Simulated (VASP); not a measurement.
The system is Hf.

```xyz
1
Lattice="1.7750 1.7750 1.7750 -1.7750 1.7750 1.7750 -1.7750 -1.7750 1.7750" Properties=species:S:1:pos:R:3 pbc="T T T"
Hf    0.0000    0.0000    0.0000
```

- Program: VASP 6.6.1
- Task: relaxation of cell and atoms
- Functional: PBEsol
- Potentials or basis: VASP PAW PBE potentials, release 64 (Hf_pv)
- Cutoff: 500 eV
- k mesh: 10 × 10 × 10
- Occupations: methfessel-paxton, width 0.1 eV
- Spin: no spin polarisation

At the start: pressure -5.1 GPa; volume 22.37 Å³/atom.

How do energy, volume and symmetry change on relaxing?

Over 3 steps the energy falls by 18.5 meV/atom and the volume is 21.26 Å³/atom (-4.9 %); space group Im-3m (No. 229, to 0.05 Å).

Step by step:
| step | energy change (eV) | largest force (eV/Å) | pressure (GPa) | volume (Å³) |
| --- | --- | --- | --- | --- |
| 1 | 0.0000 | 0.0000 | -5.14 | 22.37 |
| 2 | 0.0036 | 0.0000 | 6.56 | 20.13 |
| 3 | -0.0185 | 0.0000 | -0.06 | 21.26 |

Final structure:
```yaml
crystal:
  lattice:
    - [1.74527, 1.74527, 1.74527]
    - [-1.74527, 1.74527, 1.74527]
    - [-1.74527, -1.74527, 1.74527]
  atoms:
    - { symbol: Hf, position: [0.00000, 0.00000, 0.00000] }
```

Caveat: the PAW data sets were made with another functional, which shifts forces and pressure a little.
